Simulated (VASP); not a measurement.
Wanted: the native input for a VASP 6.6.1 run.

| Property | Result |
| --- | --- |
| Task | single point |
| Functional | PBE |
| Potentials or basis | VASP PAW PBE potentials, release 64 (B) |
| Cutoff | 420 eV |
| k mesh | 2 × 2 × 2 |
| Occupations | gaussian, width 0.01 eV |
| Spin | collinear spin |
| Starting moments | [1.0] μB |
| Fixed moment | 1 μB |
| Dipole correction | no |
| Further INCAR settings | ALGO = Normal; EDIFF = 1e-06; NBANDS = 12 |

The structure of B lies in POSCAR:

```
B
1.0
    6.0000000000      0.0000000000      0.0000000000
    0.0000000000      6.3000000000      0.0000000000
    0.0000000000      0.0000000000      6.6000000000
B
1
Direct
    0.0000000000      0.0000000000      0.0000000000
```

One way to write it, as run:

INCAR

```
SYSTEM = B
  PREC = Accurate
  ENCUT = 420
  EDIFF = 1E-6
  ISMEAR = 0
  SIGMA = 0.01
  LREAL = .FALSE.
  LASPH = .TRUE.
  NELM = 200
  ALGO = Normal
  ISIF = 2
  LWAVE = .FALSE.
  LCHARG = .FALSE.
  ISPIN = 2
  MAGMOM = 1
  LORBIT = 11
  NUPDOWN = 1.0
  GGA = PE
  NBANDS = 12
  GGA_COMPAT = .FALSE.
```

KPOINTS

```
regular mesh
0
G
  2 2 2
  0 0 0
```

Potentials or basis: VASP PAW PBE potentials, release 64 (B).

The run is started by

```sh
$ cat potpaw_PBE.64/B/POTCAR > POTCAR
$ mpirun -np 1 vasp_std > vasp.out
```

It gave:

The net moment is 1.00 μB per cell and the site moments are B +0.41 μB. The valence electrons inside the program's atomic spheres are B 1.34.

Caveat: the k points lie up to 0.52 Å⁻¹ apart; the total moment is fixed, so each spin has its own Fermi level and the state may be an excited one.

It took 110 s on 1 thread of Intel Xeon 8259CL, with other jobs on the host, peak memory 0.31 GiB.
